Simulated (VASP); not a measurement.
SiC: single point with PBE

SiC:

```
Si C
1.0
     3.09194    0.00000    0.00000
    -1.54597    2.67770    0.00000
     0.00000    0.00000    5.07429
Si C
2 2
Direct
  0.33333 0.66667 0.49958
  0.66667 0.33333 0.99958
  0.33333 0.66667 0.87542
  0.66667 0.33333 0.37542
```

```json
{
 "Program": "VASP 6.6.1",
 "Task": "single point",
 "Functional": "PBE",
 "Potentials or basis": "VASP PAW PBE potentials, release 64 (Si, C)",
 "Cutoff": "520 eV",
 "k mesh": "12 × 12 × 6",
 "Occupations": "gaussian, width 0.02 eV",
 "Spin": "no spin polarisation"
}
```

* Pressure: 0.0 GPa
* Band gap on the k mesh: 2.30 eV, indirect (least direct gap 3.94 eV)

Levels at points of the mesh, in eV from the valence-band top:
```csv
k point,band 4,band 5,band 6,band 7,band 8,band 9,band 10,band 11,band 12,band 13
"(0.00, 0.00, 0.00)",-1.31,-1.31,-0.11,0.00,0.00,4.67,6.04,6.57,6.57,7.62
"(0.50, 0.00, 0.00)",-6.25,-5.37,-3.29,-3.24,-1.19,2.75,4.21,6.76,7.07,9.91
"(0.00, 0.00, 0.50)",-4.41,-0.71,-0.71,-0.71,-0.71,5.76,5.76,7.27,7.27,7.27
"(0.50, 0.00, 0.50)",-8.19,-2.42,-2.42,-2.31,-2.31,3.25,3.25,5.19,5.19,10.26
```

It took 37 s on 1 thread of Intel(R) Xeon(R) Platinum 8259CL CPU @ 2.50GHz (Skylake/Cascade Lake), with other jobs on the host, peak memory 0.18 GiB.

A k mesh can miss the band edges.
